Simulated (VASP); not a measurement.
# Ni3Ge (Pm-3m) in VASP: notebook

The runs below take Ni3Ge through single point, with PBEsol.

Program: VASP 6.6.1. These are calculated values, not measurements. Logs are shortened: lines on timing, memory, paths and dates and some standing lists are left out, and cuts for length are marked.

## 1. The cell of the first run

Symmetry: Pm-3m, No. 221, cubic system. The conventional cell has a = 3.530 Å, b = 3.530 Å, c = 3.530 Å, α = 90.00°, β = 90.00°, γ = 90.00°. Within 3.3 Å of Ni (site symmetry 4/mmm) lie 8 Ni at 2.50 Å and 4 Ge at 2.50 Å. Within 3.3 Å of Ge (site symmetry m-3m) lie 12 Ni at 2.50 Å.

## 2. Single point, PBEsol

INCAR

```
SYSTEM = Ni3Ge
PREC     = Accurate       ! precision mode
ENCUT    = 520            ! plane-wave cutoff, eV
EDIFF    = 1E-6           ! SCF threshold, eV
ISMEAR   = 0              ! smearing method
SIGMA    = 0.1            ! smearing width, eV
LREAL    = .FALSE.        ! projectors in reciprocal space
LASPH    = .TRUE.         ! aspherical terms in the spheres
NELM     = 100            ! most SCF steps
ALGO     = Normal         ! electronic algorithm
ISIF     = 2              ! what is computed and relaxed
LWAVE    = .FALSE.        ! write WAVECAR
LCHARG   = .FALSE.        ! write CHGCAR
GGA      = PS             ! functional
NBANDS   = 30             ! bands
```

KPOINTS

```
regular mesh
0
G
  4 4 4
  0 0 0
```

POSCAR

```
Ni3Ge
1.0
    3.5303341067      0.0000000000      0.0000000000
    0.0000000000      3.5303341067      0.0000000000
    0.0000000000      0.0000000000      3.5303341067
Ni Ge
3 1
Direct
    0.5000000000      0.0000000000      0.5000000000
    0.0000000000      0.5000000000      0.5000000000
    0.5000000000      0.5000000000      0.0000000000
    0.0000000000      0.0000000000      0.0000000000
```

Potentials or basis: VASP PAW PBE potentials, release 64 (Ni, Ge_d).

Run with:

```console
$ cat potpaw_PBE.64/Ni/POTCAR potpaw_PBE.64/Ge_d/POTCAR > POTCAR
$ mpirun -np 1 vasp_std > vasp.out
```

OUTCAR:

```text
SYSTEM = Ni3Ge
   PREC = Accurate
   ENCUT = 520
   EDIFF = 1E-6
   ISMEAR = 0
   LREAL = .FALSE.
   LASPH = .TRUE.
   NELM = 100
   ISIF = 2
   GGA = PS

 ion  position               nearest neighbor table
   1  0.500  0.000  0.500-   2 2.50   3 2.50   4 2.50   3 2.50   4 2.50   2 2.50   3 2.50   3 2.50
                             2 2.50   4 2.50   4 2.50   2 2.50
   2  0.000  0.500  0.500-   1 2.50   3 2.50   4 2.50   3 2.50   4 2.50   1 2.50   4 2.50   4 2.50
                             1 2.50   3 2.50   3 2.50   1 2.50
   3  0.500  0.500  0.000-   1 2.50   2 2.50   4 2.50   1 2.50   2 2.50   1 2.50   4 2.50   1 2.50
                             2 2.50   4 2.50   2 2.50   4 2.50
   4  0.000  0.000  0.000-   1 2.50   2 2.50   3 2.50   1 2.50   2 2.50   2 2.50   3 2.50   2 2.50
                             1 2.50   3 2.50   1 2.50   3 2.50

  LATTYP: Found a simple cubic cell.
 ALAT       =     3.5303341067

  Lattice vectors:

 A1 = (   3.5303341067,   0.0000000000,   0.0000000000)
 A2 = (   0.0000000000,   3.5303341067,   0.0000000000)
 A3 = (   0.0000000000,   0.0000000000,   3.5303341067)

Analysis of symmetry for initial positions (statically):
=====================================================================
 Subroutine PRICEL returns:
 Original cell was already a primitive cell.

 Routine SETGRP: Setting up the symmetry group for a
 simple cubic supercell.

 Subroutine GETGRP returns: Found 48 space group operations
 (whereof 48 operations were pure point group operations)
 out of a pool of 48 trial point group operations.

The static configuration has the point symmetry O_h .

Analysis of symmetry for dynamics (positions and initial velocities):
=====================================================================
 Subroutine PRICEL returns:
 Original cell was already a primitive cell.

 Routine SETGRP: Setting up the symmetry group for a
 simple cubic supercell.

 Subroutine GETGRP returns: Found 48 space group operations
 (whereof 48 operations were pure point group operations)
 out of a pool of 48 trial point group operations.

The dynamic configuration has the point symmetry O_h .

 Subroutine INISYM returns: Found 48 space group operations
 (whereof 48 operations are pure point group operations),
 and found     1 'primitive' translations

----------------------------------------------------------------------------------------

                                     Primitive cell

  volume of cell :      43.9995

  direct lattice vectors                    reciprocal lattice vectors
     3.530334107  0.000000000  0.000000000     0.283259309  0.000000000  0.000000000
     0.000000000  3.530334107  0.000000000     0.000000000  0.283259309  0.000000000
     0.000000000  0.000000000  3.530334107     0.000000000  0.000000000  0.283259309

  length of vectors
     3.530334107  3.530334107  3.530334107     0.283259309  0.283259309  0.283259309

  position of ions in fractional coordinates (direct lattice)
     0.500000000  0.000000000  0.500000000
     0.000000000  0.500000000  0.500000000
     0.500000000  0.500000000  0.000000000
     0.000000000  0.000000000  0.000000000

  ion indices of the primitive-cell ions
   primitive index   ion index
                 1           1
                 2           2
                 3           3
                 4           4

----------------------------------------------------------------------------------------

 KPOINTS: regular mesh

Automatic generation of k-mesh.
 Grid dimensions read from file:
 generate k-points for:    4    4    4

 Generating k-lattice:

  Cartesian coordinates                     Fractional coordinates (reciprocal lattice)
     0.070814827  0.000000000  0.000000000     0.250000000  0.000000000  0.000000000
     0.000000000  0.070814827  0.000000000     0.000000000  0.250000000  0.000000000
     0.000000000  0.000000000  0.070814827     0.000000000  0.000000000  0.250000000

  Length of vectors
     0.070814827  0.070814827  0.070814827

  Shift w.r.t. Gamma in fractional coordinates (k-lattice)
     0.000000000  0.000000000  0.000000000

 Subroutine IBZKPT returns following result:
 ===========================================

 Found     10 irreducible k-points:

 Following reciprocal coordinates:
            Coordinates               Weight
  0.000000  0.000000  0.000000      1.000000
  0.250000  0.000000  0.000000      6.000000
  0.500000  0.000000  0.000000      3.000000
  0.250000  0.250000  0.000000     12.000000
  0.500000  0.250000  0.000000     12.000000
  0.500000  0.500000  0.000000      3.000000
  0.250000  0.250000  0.250000      8.000000
  0.500000  0.250000  0.250000     12.000000
  0.500000  0.500000  0.250000      6.000000
  0.500000  0.500000  0.500000      1.000000
   k-points           NKPTS =     10   k-points in BZ     NKDIM =     10   number of bands    NBANDS=     30
   number of dos      NEDOS =    301   number of ions     NIONS =      4
   total plane-waves  NPLWV =  21952
   dimension x,y,z NGX =    28 NGY =   28 NGZ =   28
   dimension x,y,z NGXF=    56 NGYF=   56 NGZF=   56
   ions per type =               3   1
   NGX,Y,Z   is equivalent  to a cutoff of  13.19, 13.19, 13.19 a.u.
   NGXF,Y,Z  is equivalent  to a cutoff of  26.37, 26.37, 26.37 a.u.
 SYSTEM =  Ni3Ge
   PREC   = accura    normal or accurate (medium, high low for compatibility)
   ISTART =      0    job   : 0-new  1-cont  2-samecut
   ICHARG =      2    charge: 1-file 2-atom 10-const
   ISPIN  =      1    spin polarized calculation?
   LNONCOLLINEAR =      F non collinear calculations
   LSORBIT =      F    spin-orbit coupling
   LASPH  =      T    aspherical Exc in radial PAW
   ENCUT  =  520.0 eV  38.22 Ry    6.18 a.u.   6.56  6.56  6.56*2*pi/ulx,y,z
   NELM   =    100;   NELMIN=  2; NELMDL= -5     # of ELM steps
   EDIFF  = 0.1E-05   stopping-criterion for ELM
   LREAL  =      F    real-space projection
   EDIFFG = 0.1E-04   stopping-criterion for IOM
   NSW    =      0    number of steps for IOM
   IBRION =     -1    ionic relax: 0-MD 1-quasi-New 2-CG
   NFREE  =      0    steps in history (QN), initial steepest desc. (CG)
   ISIF   =      2    stress and relaxation
   ISYM   =      2    0-nonsym 1-usesym 2-fastsym
   POTIM  = 0.5000    time-step for ionic-motion
   TEBEG  =    0.0;   TEEND  =   0.0 temperature during run
   PSTRESS=    0.0 pullay stress
   NELECT =      44.0000    total number of electrons
   NUPDOWN=      -1.0000    fix difference up-down
   EMIN   =  10.00;   EMAX   =-10.00  energy-range for DOS
   EFERMI =   0.00;   METHOD = LEGACY
   ISMEAR =     0;   SIGMA  =   0.10  broadening in eV -4-tet -1-fermi 0-gaus
   EFERMI_NEDOS =   21; number of points for ismear=-14 and -15
   IALGO  =     38    algorithm
   IMIX   =      4    mixing-type and parameters
     AMIX     =   0.40;   BMIX     =  1.00
     AMIX_MAG =   1.60;   BMIX_MAG =  1.00
  volume/ion in A,a.u.               =      11.00        74.23
  Fermi-wavevector in a.u.,A,eV,Ry     =   1.637105  3.093680 36.465156  2.680113
  Thomas-Fermi vector in A             =   2.728300
   LORBIT       =      0    0 simple, 1 ext, 2 COOP (PROOUT), +10 PAW based schemes
   GGA     = PS    functional components
   LHFCALC =     F    Hartree Fock is set to
   AEXX    =    0.0000 exact exchange contribution
   IVDW    =     0    specifies the selected vdW correction
   LEPSILON=     F    determine dielectric tensor
   LRPA    =     F    only Hartree local field effects (RPA)
 non-spin polarized calculation
 Gauss-broadening in eV      SIGMA  =   0.10
  energy-cutoff  :      520.00
  volume of cell :       44.00
 maximum number of plane-waves:      1213
 NGX is ok and might be reduce to    28
   NGX = 13   NGY = 13   NGZ = 13

 number of electron      43.9999972 magnetization

 Free energy of the ion-electron system (eV)
  ---------------------------------------------------
  ext. energy  EPLUGINS =         0.00000000
  ---------------------------------------------------
  free energy    TOTEN  =       -24.76801964 eV

  energy without entropy =      -24.75736116  energy(sigma->0) =      -24.76269040

 E-fermi :  10.2429     XC(G=0): -13.6503

 val. band max:       10.2149830770   @ k =   0.5000   0.0000   0.0000
 cond. band min:      10.4041866273   @ k =   0.5000   0.5000   0.2500
 fundamental gap:      0.1892035503
 Fermi energy:        10.2429048049

 k-point     1 :       0.0000    0.0000    0.0000
  band No.  band energies     occupation
      1     -14.3774      2.00000
      2     -14.3774      2.00000
      3     -14.3625      2.00000
      4     -14.3625      2.00000
      5     -14.3625      2.00000
      6      -2.3604      2.00000
[... 22 lines left out ...]
     29      20.7309      0.00000
     30      20.7309      0.00000

 k-point     2 :       0.2500    0.0000    0.0000
  band No.  band energies     occupation
      1     -14.3751      2.00000
      2     -14.3639      2.00000
      3     -14.3628      2.00000
      4     -14.3628      2.00000
      5     -14.3619      2.00000
      6      -1.6766      2.00000
[... 22 lines left out ...]
     29      18.7856      0.00000
     30      20.6248      0.00000

 k-point     3 :       0.5000    0.0000    0.0000
  band No.  band energies     occupation
      1     -14.3729      2.00000
      2     -14.3631      2.00000
      3     -14.3631      2.00000
      4     -14.3613      2.00000
      5     -14.3505      2.00000
      6      -0.4834      2.00000
[... 22 lines left out ...]
     29      17.8079      0.00000
     30      20.4125      0.00000

 k-point     4 :       0.2500    0.2500    0.0000
  band No.  band energies     occupation
      1     -14.3692      2.00000
      2     -14.3652      2.00000
      3     -14.3625      2.00000
      4     -14.3622      2.00000
      5     -14.3562      2.00000
      6      -1.0337      2.00000
[... 154 lines left out ...]
     29      20.9943      0.00000
     30      21.6381      0.00000

 k-point     9 :       0.5000    0.5000    0.2500
  band No.  band energies     occupation
      1     -14.3757      2.00000
      2     -14.3692      2.00000
      3     -14.3692      2.00000
      4     -14.3493      2.00000
      5     -14.3364      2.00000
      6       1.0191      2.00000
[... 22 lines left out ...]
     29      22.0860      0.00000
     30      25.6540      0.00000

 k-point    10 :       0.5000    0.5000    0.5000
  band No.  band energies     occupation
      1     -14.3758      2.00000
      2     -14.3758      2.00000
      3     -14.3758      2.00000
      4     -14.3375      2.00000
      5     -14.3375      2.00000
      6       1.1950      2.00000
[... 22 lines left out ...]
     29      27.5355      0.00000
     30      27.5355      0.00000

------------------------ aborting loop because EDIFF is reached ----------------------------------------

  FORCE on cell =-STRESS in cart. coord.  units (eV):
  Direction    XX          YY          ZZ          XY          YZ          ZX
  --------------------------------------------------------------------------------------
  -------------------------------------------------------------------------------------
  Total       -0.1619321     -0.1619321     -0.1619321     -0.0000000     -0.0000000      0.0000000
  in kB       -5.8965231     -5.8965231     -5.8965231     -0.0000000     -0.0000000      0.0000000
  external PRESSURE =      -5.8965231 kB  Pullay stress =       0.0000000 kB

 VOLUME and BASIS-vectors are now :
 -----------------------------------------------------------------------------
  energy-cutoff  :      520.00
  volume of cell :       44.00
      direct lattice vectors                 reciprocal lattice vectors
     3.530334107  0.000000000  0.000000000     0.283259309  0.000000000  0.000000000
     0.000000000  3.530334107  0.000000000     0.000000000  0.283259309  0.000000000
     0.000000000  0.000000000  3.530334107     0.000000000  0.000000000  0.283259309

 POSITION                                       TOTAL-FORCE (eV/Angst)
 -----------------------------------------------------------------------------------
      1.76517      0.00000      1.76517         0.000000      0.000000      0.000000
      0.00000      1.76517      1.76517         0.000000      0.000000      0.000000
      1.76517      1.76517      0.00000         0.000000      0.000000      0.000000
      0.00000      0.00000      0.00000         0.000000      0.000000      0.000000
 -----------------------------------------------------------------------------------
    total drift:                                0.000000      0.000000      0.000000

  FREE ENERGIE OF THE ION-ELECTRON SYSTEM (eV)
  ---------------------------------------------------
  free  energy   TOTEN  =       -24.7680196449 eV

  energy  without entropy=      -24.7573611619  energy(sigma->0) =      -24.76269040
```

Run time: 7.2 s. Hardware: 1 thread of Intel Xeon 6975P-C (Granite Rapids), shared host; peak memory 0.16 GiB.

What came out:

```yaml
Free_energy: -24.7680 eV
Pressure: -0.6 GPa
Band_gap_on_the_k_mesh: zero (band 22 reaches 10.21 eV, above the bottom of band 23 at 9.98 eV)
```

Caveat: the k points lie up to 0.44 Å⁻¹ apart; the PAW data sets were made with another functional, which shifts forces and pressure a little. Spin polarisation is off, so any magnetic state and its effect on volume and gap are missing.

## 3. Single point, PBEsol

INCAR

```
SYSTEM = Ni3Ge
ALGO = Normal
EDIFF = 1E-7
ENCUT = 520
GGA = PS
ISIF = 2
ISMEAR = 0
LASPH = .TRUE.
LCHARG = .FALSE.
LREAL = .FALSE.
LWAVE = .FALSE.
NBANDS = 30
NELM = 100
PREC = Accurate
SIGMA = 0.1
```

KPOINTS

```
k-points
0
G
  6 6 6
  0 0 0
```

POSCAR is that of step 2.

Potentials or basis: VASP PAW PBE potentials, release 64 (Ni, Ge_d).

Run with:

```console
$ cat potpaw_PBE.64/Ni/POTCAR potpaw_PBE.64/Ge_d/POTCAR > POTCAR
$ mpirun -np 1 vasp_std > vasp.out
```

It took 14 s on 1 thread of Intel Xeon 6975P-C (Granite Rapids), shared host; peak memory 0.16 GiB.

Results (log left out):

```yaml
Free_energy: -24.7441 eV
Pressure: -0.7 GPa
Band_gap_on_the_k_mesh: zero (band 22 reaches 10.22 eV, above the bottom of band 23 at 9.99 eV)
```

Levels at points of the mesh, in eV from the Fermi level:
| k point | band 20 | band 21 | band 22 | band 23 | band 24 | band 25 |
| --- | --- | --- | --- | --- | --- | --- |
| (0.00, 0.00, 0.00) | -0.59 | -0.30 | 0.02 | 0.02 | 0.02 | 3.96 |
| (0.50, 0.00, 0.00) | -1.15 | -0.54 | 0.02 | 3.61 | 3.61 | 4.66 |
| (0.50, 0.50, 0.00) | -1.12 | -0.95 | -0.94 | 0.62 | 0.62 | 5.71 |
| (0.50, 0.50, 0.50) | -1.18 | -0.54 | -0.21 | -0.21 | -0.21 | 0.69 |

Caveat: the PAW data sets were made with another functional, which shifts forces and pressure a little. Spin polarisation is off, so any magnetic state and its effect on volume and gap are missing.

## 4. Single point, PBEsol

INCAR

```
SYSTEM = Ni3Ge
ALGO     = Fast           ! electronic algorithm
EDIFF    = 1E-6           ! SCF threshold, eV
ENCUT    = 520            ! plane-wave cutoff, eV
GGA      = PS             ! functional
ISIF     = 2              ! what is computed and relaxed
ISMEAR   = 0              ! smearing method
LASPH    = .TRUE.         ! aspherical terms in the spheres
LCHARG   = .FALSE.        ! write CHGCAR
LREAL    = .FALSE.        ! projectors in reciprocal space
LWAVE    = .FALSE.        ! write WAVECAR
NBANDS   = 30             ! bands
NELM     = 100            ! most SCF steps
PREC     = Accurate       ! precision mode
SIGMA    = 0.01           ! smearing width, eV
```

KPOINTS is that of step 3.

POSCAR is that of step 3.

Run with:

```console
$ cat potpaw_PBE.64/Ni/POTCAR potpaw_PBE.64/Ge_d/POTCAR > POTCAR
$ mpirun -np 1 vasp_std > vasp.out
```

It took 16 s on 1 thread of Intel Xeon 6975P-C (Granite Rapids), shared host; peak memory 0.16 GiB.

The run converged. Its results:

| Item | Value |
| --- | --- |
| Free energy | -24.7385 eV |
| Pressure | -0.7 GPa |
| Band gap on the k mesh | zero (band 22 reaches 10.22 eV, above the bottom of band 23 at 9.99 eV) |

Levels at points of the mesh, in eV from the Fermi level:
```csv
k point,band 19,band 20,band 21,band 22,band 23,band 24,band 25,band 26
"(0.00, 0.00, 0.00)",-0.60,-0.60,-0.30,0.01,0.01,0.01,3.95,6.88
"(0.50, 0.00, 0.00)",-1.27,-1.15,-0.55,0.01,3.61,3.61,4.66,5.76
"(0.50, 0.50, 0.00)",-1.22,-1.12,-0.96,-0.95,0.62,0.62,5.70,6.45
"(0.50, 0.50, 0.50)",-1.18,-1.18,-0.55,-0.22,-0.22,-0.22,0.68,4.20
```

Caveat: the PAW data sets were made with another functional, which shifts forces and pressure a little. Spin polarisation is off, so any magnetic state and its effect on volume and gap are missing.

## 5. Summary

| k mesh | smearing | gap on the mesh (eV) | pressure (GPa) |
| --- | --- | --- | --- |
| 4 × 4 × 4 | gaussian 0.1 eV | none | -0.6 |
| 6 × 6 × 6 | gaussian 0.1 eV | none | -0.7 |
| 6 × 6 × 6 | gaussian 0.01 eV | none | -0.7 |

Alike in all rows: task single point; level PBEsol; potentials or basis VASP PAW PBE potentials, release 64 (Ni, Ge_d); no spin polarisation; cell as given; cutoff (eV) 520.

Caveats: some runs use coarse meshes; the PAW data sets were made with another functional, which shifts forces and pressure a little.

Absolute energies hang on the potentials; compare differences alone.
